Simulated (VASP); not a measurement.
# CoSi (NiAs type) (P6_3/mmc) in VASP: single point with PBE

Aim: the single point of CoSi (NiAs type) with PBE.

Everything below comes from runs of VASP 6.6.1. Logs are shortened: lines on timing, memory, paths and dates and some standing lists are left out, and cuts for length are marked.

**1. The cell of the first run**

Symmetry: P6_3/mmc, No. 194, hexagonal system. The conventional cell has a = 2.288 Å, b = 2.288 Å, c = 6.526 Å, α = 90.00°, β = 90.00°, γ = 120.00°. Within 2.8 Å of Co (site symmetry -3m) lie 6 Si at 2.10 Å and 6 Co at 2.29 Å. Within 2.8 Å of Si (site symmetry -6m2) lie 6 Co at 2.10 Å and 6 Si at 2.29 Å.

**2. Single point, PBE**

File INCAR:

```
SYSTEM = CoSi
  PREC = Accurate
  ENCUT = 520
  EDIFF = 1E-6
  ISMEAR = -1
  SIGMA = 0.05
  LREAL = .FALSE.
  LASPH = .TRUE.
  NELM = 100
  ALGO = Normal
  ISIF = 2
  LWAVE = .FALSE.
  LCHARG = .TRUE.
  GGA = PE
  LELF = .TRUE.
  LVHAR = .TRUE.
  NBANDS = 21
```

File KPOINTS:

```
regular mesh
0
G
  13 13 7
  0 0 0
```

File POSCAR:

```
CoSi
1.0
    2.2876464111      0.0000000000      0.0000000000
   -1.1438232056      1.9811599069      0.0000000000
    0.0000000000      0.0000000000      6.5262738451
Co Si
2 2
Direct
    0.0000000000      0.0000000000      0.0000000000
    0.0000000000      0.0000000000      0.5000000000
    0.3333333333      0.6666666667      0.2500000000
    0.6666666667      0.3333333333      0.7500000000
```

Potentials or basis: VASP PAW PBE potentials, release 64 (Co, Si).

Run with:

```bash
cat potpaw_PBE.64/Co/POTCAR potpaw_PBE.64/Si/POTCAR > POTCAR
mpirun -np 1 vasp_std > vasp.out
```

OUTCAR:

```text
SYSTEM = CoSi
   PREC = Accurate
   ENCUT = 520
   EDIFF = 1E-6
   ISMEAR = -1
   LREAL = .FALSE.
   LASPH = .TRUE.
   NELM = 100
   ISIF = 2
   GGA = PE

 ion  position               nearest neighbor table
   1  0.000  0.000  0.000-   3 2.10   4 2.10   4 2.10   3 2.10   4 2.10   3 2.10   3 3.10   4 3.10
                             3 3.10   4 3.10   3 3.10   4 3.10
   2  0.000  0.000  0.500-   3 2.10   4 2.10   4 2.10   3 2.10   4 2.10   3 2.10   3 3.10   4 3.10
                             3 3.10   4 3.10   3 3.10   4 3.10
   3  0.333  0.667  0.250-   1 2.10   2 2.10   1 2.10   2 2.10   1 2.10   2 2.10   1 3.10   2 3.10
                             1 3.10   2 3.10   1 3.10   2 3.10
   4  0.667  0.333  0.750-   1 2.10   2 2.10   1 2.10   2 2.10   1 2.10   2 2.10   1 3.10   2 3.10
                             1 3.10   2 3.10   1 3.10   2 3.10

  LATTYP: Found a hexagonal cell.
 ALAT       =     2.2876464111
 C/A-ratio  =     2.8528332934

  Lattice vectors:

 A1 = (   2.2876464111,   0.0000000000,   0.0000000000)
 A2 = (  -1.1438232056,   1.9811599069,   0.0000000000)
 A3 = (   0.0000000000,   0.0000000000,   6.5262738451)

Analysis of symmetry for initial positions (statically):
=====================================================================
 Subroutine PRICEL returns:
 Original cell was already a primitive cell.

 Routine SETGRP: Setting up the symmetry group for a
 hexagonal supercell.

 Subroutine GETGRP returns: Found 24 space group operations
 (whereof 12 operations were pure point group operations)
 out of a pool of 24 trial point group operations.

The static configuration has the point symmetry D_3d.
 The point group associated with its full space group is D_6h.

Analysis of symmetry for dynamics (positions and initial velocities):
=====================================================================
 Subroutine PRICEL returns:
 Original cell was already a primitive cell.

 Routine SETGRP: Setting up the symmetry group for a
 hexagonal supercell.

 Subroutine GETGRP returns: Found 24 space group operations
 (whereof 12 operations were pure point group operations)
 out of a pool of 24 trial point group operations.

The dynamic configuration has the point symmetry D_3d.
 The point group associated with its full space group is D_6h.

 Subroutine INISYM returns: Found 24 space group operations
 (whereof 12 operations are pure point group operations),
 and found     1 'primitive' translations

----------------------------------------------------------------------------------------

                                     Primitive cell

  volume of cell :      29.5783

  direct lattice vectors                    reciprocal lattice vectors
     2.287646411  0.000000000  0.000000000     0.437130491  0.252377407  0.000000000
    -1.143823206  1.981159907  0.000000000     0.000000000  0.504754814  0.000000000
     0.000000000  0.000000000  6.526273845     0.000000000  0.000000000  0.153226791

  length of vectors
     2.287646411  2.287646411  6.526273845     0.504754814  0.504754814  0.153226791

  position of ions in fractional coordinates (direct lattice)
     0.000000000  0.000000000  0.000000000
     0.000000000  0.000000000  0.500000000
     0.333333333  0.666666667  0.250000000
     0.666666667  0.333333333  0.750000000

  ion indices of the primitive-cell ions
   primitive index   ion index
                 1           1
                 2           2
                 3           3
                 4           4

----------------------------------------------------------------------------------------

 KPOINTS: regular mesh

Automatic generation of k-mesh.
 Grid dimensions read from file:
 generate k-points for:   13   13    7

 Generating k-lattice:

  Cartesian coordinates                     Fractional coordinates (reciprocal lattice)
     0.033625422  0.019413647  0.000000000     0.076923077 -0.000000000  0.000000000
     0.000000000  0.038827293  0.000000000     0.000000000  0.076923077  0.000000000
     0.000000000  0.000000000  0.021889542     0.000000000  0.000000000  0.142857143

  Length of vectors
     0.038827293  0.038827293  0.021889542

  Shift w.r.t. Gamma in fractional coordinates (k-lattice)
     0.000000000  0.000000000  0.000000000

 Subroutine IBZKPT returns following result:
 ===========================================

 Found     84 irreducible k-points:

 Following reciprocal coordinates:
            Coordinates               Weight
  0.000000  0.000000  0.000000      1.000000
  0.076923  0.000000  0.000000      6.000000
  0.153846  0.000000  0.000000      6.000000
  0.230769  0.000000  0.000000      6.000000
  0.307692  0.000000  0.000000      6.000000
  0.384615  0.000000  0.000000      6.000000
[... 16 lines left out ...]
  0.076923  0.000000  0.142857     12.000000
  0.153846  0.000000  0.142857     12.000000
 [... further k-points ...]
   k-points           NKPTS =     84   k-points in BZ     NKDIM =     84   number of bands    NBANDS=     21
   number of dos      NEDOS =    301   number of ions     NIONS =      4
   total plane-waves  NPLWV =  16200
   dimension x,y,z NGX =    18 NGY =   18 NGZ =   50
   dimension x,y,z NGXF=    36 NGYF=   36 NGZF=  100
   ions per type =               2   2
   NGX,Y,Z   is equivalent  to a cutoff of  13.08, 13.08, 12.74 a.u.
   NGXF,Y,Z  is equivalent  to a cutoff of  26.16, 26.16, 25.47 a.u.
 SYSTEM =  CoSi
   PREC   = accura    normal or accurate (medium, high low for compatibility)
   ISTART =      0    job   : 0-new  1-cont  2-samecut
   ICHARG =      2    charge: 1-file 2-atom 10-const
   ISPIN  =      1    spin polarized calculation?
   LNONCOLLINEAR =      F non collinear calculations
   LSORBIT =      F    spin-orbit coupling
   LASPH  =      T    aspherical Exc in radial PAW
   ENCUT  =  520.0 eV  38.22 Ry    6.18 a.u.   4.25  4.25 12.13*2*pi/ulx,y,z
   NELM   =    100;   NELMIN=  2; NELMDL= -5     # of ELM steps
   EDIFF  = 0.1E-05   stopping-criterion for ELM
   LREAL  =      F    real-space projection
   EDIFFG = 0.1E-04   stopping-criterion for IOM
   NSW    =      0    number of steps for IOM
   IBRION =     -1    ionic relax: 0-MD 1-quasi-New 2-CG
   NFREE  =      0    steps in history (QN), initial steepest desc. (CG)
   ISIF   =      2    stress and relaxation
   ISYM   =      2    0-nonsym 1-usesym 2-fastsym
   POTIM  = 0.5000    time-step for ionic-motion
   TEBEG  =    0.0;   TEEND  =   0.0 temperature during run
   PSTRESS=    0.0 pullay stress
   NELECT =      26.0000    total number of electrons
   NUPDOWN=      -1.0000    fix difference up-down
   EMIN   =  10.00;   EMAX   =-10.00  energy-range for DOS
   EFERMI =   0.00;   METHOD = LEGACY
   ISMEAR =    -1;   SIGMA  =   0.05  broadening in eV -4-tet -1-fermi 0-gaus
   EFERMI_NEDOS =   21; number of points for ismear=-14 and -15
   IALGO  =     38    algorithm
   IMIX   =      4    mixing-type and parameters
     AMIX     =   0.40;   BMIX     =  1.00
     AMIX_MAG =   1.60;   BMIX_MAG =  1.00
  volume/ion in A,a.u.               =       7.39        49.90
  Fermi-wavevector in a.u.,A,eV,Ry     =   1.568224  2.963513 33.461160  2.459326
  Thomas-Fermi vector in A             =   2.670287
   LORBIT       =      0    0 simple, 1 ext, 2 COOP (PROOUT), +10 PAW based schemes
   GGA     = PE    functional components
   LHFCALC =     F    Hartree Fock is set to
   AEXX    =    0.0000 exact exchange contribution
   IVDW    =     0    specifies the selected vdW correction
   LEPSILON=     F    determine dielectric tensor
   LRPA    =     F    only Hartree local field effects (RPA)
 non-spin polarized calculation
  energy-cutoff  :      520.00
  volume of cell :       29.58
 maximum number of plane-waves:       823
 NGX is ok and might be reduce to    18
   NGX =  9   NGY =  9   NGZ = 25

 number of electron      25.9999996 magnetization

 Free energy of the ion-electron system (eV)
  ---------------------------------------------------
  ext. energy  EPLUGINS =         0.00000000
  ---------------------------------------------------
  free energy    TOTEN  =       -19.40320418 eV

  energy without entropy =      -19.38039102  energy(sigma->0) =      -19.39179760

 E-fermi :  19.5772     XC(G=0): -14.9573

 val. band max:       19.5716289204   @ k =   0.3846   0.0769   0.2857
 cond. band min:      19.5897325849   @ k =   0.4615   0.0769   0.0000
 fundamental gap:      0.0181036646
 Fermi energy:        19.5772081621

 k-point     1 :       0.0000    0.0000    0.0000
  band No.  band energies     occupation
      1       1.4474      2.00000
      2       3.4613      2.00000
      3       7.8461      2.00000
      4      12.4213      2.00000
      5      14.5485      2.00000
      6      15.0716      2.00000
[... 13 lines left out ...]
     20      35.0246      0.00000
     21      36.2181      0.00000

 k-point     2 :       0.0769    0.0000    0.0000
  band No.  band energies     occupation
      1       1.6703      2.00000
      2       3.6392      2.00000
      3       8.0921      2.00000
      4      12.5969      2.00000
      5      14.3395      2.00000
      6      15.1544      2.00000
[... 13 lines left out ...]
     20      33.9587      0.00000
     21      36.0819      0.00000

 k-point     3 :       0.1538    0.0000    0.0000
  band No.  band energies     occupation
      1       2.3307      2.00000
      2       4.1674      2.00000
      3       8.8053      2.00000
      4      13.0606      2.00000
      5      13.8907      2.00000
      6      15.3654      2.00000
[... 13 lines left out ...]
     20      32.8219      0.00000
     21      34.9328      0.00000

 k-point     4 :       0.2308    0.0000    0.0000
  band No.  band energies     occupation
      1       3.4036      2.00000
      2       5.0287      2.00000
      3       9.9002      2.00000
      4      13.4287      2.00000
      5      13.5787      2.00000
      6      15.1329      2.00000
[... 13 lines left out ...]
     20      31.9467      0.00000
     21      32.4725      0.00000

 k-point     5 :       0.3077    0.0000    0.0000
  band No.  band energies     occupation
      1       4.8462      2.00000
      2       6.1882      2.00000
      3      11.1691      2.00000
      4      13.0800      2.00000
      5      13.6732      2.00000
      6      14.4342      2.00000
[... 13 lines left out ...]
     20      30.8041      0.00000
     21      31.3238      0.00000

 k-point     6 :       0.3846    0.0000    0.0000
  band No.  band energies     occupation
      1       6.5810      2.00000
      2       7.5736      2.00000
      3      12.0651      2.00000
      4      12.7947      2.00000
      5      13.0107      2.00000
      6      13.7252      2.00000
[... 13 lines left out ...]
     20      30.7693      0.00000
     21      30.9494      0.00000

 k-point     7 :       0.4615    0.0000    0.0000
  band No.  band energies     occupation
      1       8.3190      2.00000
      2       9.0106      2.00000
      3      11.0824      2.00000
      4      12.2214      2.00000
      5      12.3816      2.00000
      6      13.1502      2.00000
[... 13 lines left out ...]
     20      29.7055      0.00000
     21      30.7347      0.00000
[... 291 lines left out ...]
      1       9.9356      2.00000
      2      10.6310      2.00000
      3      11.2028      2.00000
      4      12.5318      2.00000
      5      13.2177      2.00000
      6      13.3001      2.00000
[... 13 lines left out ...]
     20      27.4701      0.00000
     21      29.9934      0.00000

 k-point    21 :       0.3077    0.3077    0.0000
  band No.  band energies     occupation
      1      10.3781      2.00000
      2      10.6819      2.00000
      3      11.9802      2.00000
      4      12.6767      2.00000
      5      12.8097      2.00000
      6      13.6473      2.00000
[... 13 lines left out ...]
     20      26.7306      0.00000
     21      30.6689      0.00000

 k-point    22 :       0.0000    0.0000    0.1429
  band No.  band energies     occupation
      1       1.5157      2.00000
      2       3.2975      2.00000
      3       8.1021      2.00000
      4      12.1572      2.00000
      5      14.6043      2.00000
      6      15.0546      2.00000
[... 13 lines left out ...]
     20      34.9369      0.00000
     21      36.2658      0.00000

 k-point    23 :       0.0769    0.0000    0.1429
  band No.  band energies     occupation
      1       1.7376      2.00000
      2       3.4812      2.00000
      3       8.3401      2.00000
      4      12.3233      2.00000
      5      14.4294      2.00000
      6      15.1264      2.00000
[... 13 lines left out ...]
     20      33.8884      0.00000
     21      36.1130      0.00000

 k-point    24 :       0.1538    0.0000    0.1429
  band No.  band energies     occupation
      1       2.3951      2.00000
      2       4.0259      2.00000
      3       9.0291      2.00000
      4      12.7408      2.00000
      5      14.0724      2.00000
      6      15.2887      2.00000
[... 13 lines left out ...]
     20      32.7177      0.00000
     21      34.9556      0.00000

 [... further k-points ...]
[... 5 lines left out ...]
  --------------------------------------------------------------------------------------
  -------------------------------------------------------------------------------------
  Total       38.8693476     38.8693476     39.2520361     -0.0000000      0.0000000      0.0000000
  in kB     2105.4460177   2105.4460177   2126.1752049     -0.0000001      0.0000000      0.0000000
  external PRESSURE =    2112.3557468 kB  Pullay stress =       0.0000000 kB

 VOLUME and BASIS-vectors are now :
 -----------------------------------------------------------------------------
  energy-cutoff  :      520.00
  volume of cell :       29.58
      direct lattice vectors                 reciprocal lattice vectors
     2.287646411  0.000000000  0.000000000     0.437130491  0.252377407  0.000000000
    -1.143823206  1.981159907  0.000000000     0.000000000  0.504754814  0.000000000
     0.000000000  0.000000000  6.526273845     0.000000000  0.000000000  0.153226791

 POSITION                                       TOTAL-FORCE (eV/Angst)
 -----------------------------------------------------------------------------------
      0.00000      0.00000      0.00000        -0.000000      0.000000      0.000000
      0.00000      0.00000      3.26314        -0.000000      0.000000      0.000000
     -0.00000      1.32077      1.63157        -0.000000      0.000000     -0.000000
      1.14382      0.66039      4.89471         0.000000     -0.000000     -0.000000
 -----------------------------------------------------------------------------------
    total drift:                                0.000000      0.000000      0.000000

  FREE ENERGIE OF THE ION-ELECTRON SYSTEM (eV)
  ---------------------------------------------------
  free  energy   TOTEN  =       -19.4032041784 eV

  energy  without entropy=      -19.3803910166  energy(sigma->0) =      -19.39179760
```

It took 93 s on 1 thread of Intel Xeon 8259CL, shared host; peak memory 0.17 GiB.

Results:

| Property | Result |
| --- | --- |
| Free energy | -19.4032 eV |
| Pressure | 211.2 GPa |
| Band gap on the k mesh | zero (bands 13 and 14 overlap by 2.32 eV) |

Stress tensor (GPa, compression positive):
```
210.54   0.00   0.00
  0.00 210.54   0.00
  0.00   0.00 212.62
```

Caveat: the cell stands under pressure; the run has no spin polarisation, though such a crystal can be magnetic. Spin polarisation is off, so any magnetic state and its effect on volume and gap are missing.
